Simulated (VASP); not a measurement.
The system is NaSnS3.

```
Na Sn S
1.0
     3.14127    1.81361    5.11824
    -3.14127    1.81361    5.11824
     0.00000   -3.62723    5.11824
Na Sn S
2 2 6
Direct
  0.75000 0.75000 0.75000
  0.25000 0.25000 0.25000
  0.50000 0.50000 0.50000
  0.00000 0.00000 0.00000
  0.22500 0.27500 0.75000
  0.27500 0.75000 0.22500
  0.77500 0.72500 0.25000
  0.25000 0.77500 0.72500
  0.72500 0.25000 0.77500
  0.75000 0.22500 0.27500
```

```yaml
Program: VASP 6.6.1
Task: relaxation of cell and atoms
Functional: PBE
Potentials_or_basis: VASP PAW PBE potentials, release 64 (Na_pv, Sn_d, S)
Cutoff: 600 eV
k_mesh: 3 × 3 × 3
Occupations: gaussian, width 0.1 eV
Spin: no spin polarisation
```

At the start: pressure 44.3 GPa; volume 17.50 Å³/atom.

Question: Where does the relaxation end?

Answer: Over 19 steps the energy falls by 937.2 meV/atom and the volume is 23.19 Å³/atom (+32.5 %); space group R-3c (No. 167, to 0.1 Å) before and after.

The path:
```csv
step,energy change (eV),largest force (eV/Å),pressure (GPa),volume (Å³)
1,0.0000,1.0539,44.35,174.95
2,-6.3806,0.0981,-6.17,328.45
3,-8.1018,0.3384,0.25,256.18
4,-8.1034,0.3239,-0.25,258.95
5,-8.1333,0.3359,-0.27,258.61
6,-8.2287,0.3617,-0.32,257.59
7,-8.4341,0.3795,-0.50,255.55
8,-8.8347,0.3204,-1.01,251.46
9,-9.1438,0.3571,-2.31,243.22
10,-9.1774,0.0889,-1.81,246.86
11,-9.2111,0.0460,-2.03,245.55
12,-9.2587,0.0825,-1.50,241.41
13,-9.2931,0.1499,-0.64,235.41
14,-9.2945,0.1683,-0.41,234.00
15,-9.3105,0.1411,-0.32,233.51
16,-9.3468,0.0621,-0.04,232.02
17,-9.3650,0.0869,0.64,228.93
18,-9.3674,0.0505,0.46,229.72
19,-9.3725,0.0320,-0.13,231.87
```

Final structure:
```cif
data_structure
_symmetry_space_group_name_H-M 'P 1'
_symmetry_Int_Tables_number 1
_cell_length_a 6.6130
_cell_length_b 6.6130
_cell_length_c 6.6130
_cell_angle_alpha 66.198
_cell_angle_beta 66.198
_cell_angle_gamma 66.198
_cell_volume 231.87
loop_
_atom_site_label
_atom_site_type_symbol
_atom_site_fract_x
_atom_site_fract_y
_atom_site_fract_z
_atom_site_occupancy
Na1 Na 0.75000 0.75000 0.75000 1
Na2 Na 0.25000 0.25000 0.25000 1
Sn1 Sn 0.50000 0.50000 0.50000 1
Sn2 Sn 0.00000 0.00000 0.00000 1
S1 S 0.13797 0.36203 0.75000 1
S2 S 0.36203 0.75000 0.13797 1
S3 S 0.86203 0.63797 0.25000 1
S4 S 0.25000 0.86203 0.63797 1
S5 S 0.63797 0.25000 0.86203 1
S6 S 0.75000 0.13797 0.36203 1
```

Caveat: the k points lie up to 0.36 Å⁻¹ apart in the final cell, too coarse for converged energies and pressures of a metal; the volume moved by over 15 % at a fixed basis, so the end points are rough.
